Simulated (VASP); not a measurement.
Si: single point with PBEsol

Si:

```
Si
1.0
     0.00000    2.71717    2.71717
     2.71717    0.00000    2.71717
     2.71717    2.71717    0.00000
Si
2
Direct
  0.75000 0.75000 0.75000
  0.50000 0.50000 0.50000
```

- Program: VASP 6.6.1
- Task: single point
- Functional: PBEsol
- Potentials or basis: VASP PAW PBE potentials, release 64 (Si)
- Cutoff: 520 eV
- k mesh: 14 × 14 × 14
- Occupations: gaussian, width 0.05 eV
- Spin: no spin polarisation

```json
{"Pressure": "0.1 GPa", "Band gap on the k mesh": "0.46 eV (least direct gap 2.52 eV)"}
```

Levels at points of the mesh, in eV from the valence-band top:
```csv
k point,band 1,band 2,band 3,band 4,band 5,band 6,band 7,band 8
"(0.00, 0.00, 0.00)",-11.98,0.00,0.00,0.00,2.52,2.52,2.52,3.30
"(0.50, 0.00, 0.00)",-9.63,-7.01,-1.20,-1.20,1.46,3.27,3.27,7.51
"(0.50, 0.50, 0.00)",-7.82,-7.82,-2.87,-2.87,0.59,0.59,10.05,10.05
```

Run time: 22 s on 1 thread of Intel(R) Xeon(R) Platinum 8488C (Sapphire Rapids), on a shared host, peak memory 0.18 GiB.

Caveat: the PAW data sets were made with another functional, which shifts forces and pressure a little. Expect the measured gap to be larger: semilocal functionals such as PBEsol lack the derivative discontinuity.
